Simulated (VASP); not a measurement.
A run of VASP 6.6.1:

The input INCAR:

```
SYSTEM = TaN
ALGO = Normal
EDIFF = 1E-7
ENCUT = 520
GGA = PS
ISIF = 2
ISMEAR = 0
LASPH = .TRUE.
LCHARG = .FALSE.
LREAL = .FALSE.
LWAVE = .FALSE.
NBANDS = 15
NELM = 80
PREC = Accurate
SIGMA = 0.15
```

KPOINTS

```
k-points
0
G
  18 18 16
  0 0 0
```

File POSCAR:

```
TaN
1.0
    2.8144000000      0.0000000000      0.0000000000
   -1.4072000000      2.4373418964      0.0000000000
    0.0000000000      0.0000000000      2.7990000000
Ta N
1 1
Direct
    0.3333333333      0.6666666667      0.5000000000
    0.0000000000      0.0000000000      0.0000000000
```

Potentials or basis: VASP PAW PBE potentials, release 64 (Ta_pv, N).

Command:

```bash
$ cat potpaw_PBE.64/Ta_pv/POTCAR potpaw_PBE.64/N/POTCAR > POTCAR
$ mpirun -np 1 vasp_std > vasp.out
```

Hardware: 1 thread of Intel(R) Xeon(R) Platinum 8259CL CPU @ 2.50GHz (Skylake/Cascade Lake), on a shared host.

Task: How long does it take, and how much memory?

Result: Wall time 57 s on 1 thread of Intel(R) Xeon(R) Platinum 8259CL CPU @ 2.50GHz (Skylake/Cascade Lake) (shared host), peak memory 0.22 GiB. Counts: scf iterations 13, k points 333.
